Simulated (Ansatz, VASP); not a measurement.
BP: VASP beside Ansatz

```
B P
1.0
     0.00000    2.31350    2.31350
     2.31350    0.00000    2.31350
     2.31350    2.31350    0.00000
B P
1 1
Direct
  0.00000 0.00000 0.00000
  0.75000 0.75000 0.75000
```

Change from the starting cell: volume scaled by 1.06, crystal datasets.

Alike in both runs: task electric field gradients; functional LDA; k mesh 15 × 15 × 15; occupations fermi-dirac, width 0.05 eV; no spin polarisation.

```csv
,VASP,Ansatz
version,VASP 6.6.1,Ansatz 0.2.0
potentials or method,"VASP PAW LDA potentials, release 64 (B, P), cutoff 520 eV","all-electron PAW with datasets made for the crystal, scalar-relativistic"
```

```csv
,VASP,Ansatz,Ansatz less VASP
pressure (GPa),-13.4,-13.3,+0.05
```

LDA's correlation is that of Perdew and Zunger in VASP and of Perdew and Wang (1992) in Ansatz. Ansatz ran all-electron here, and VASP with PAW potentials.
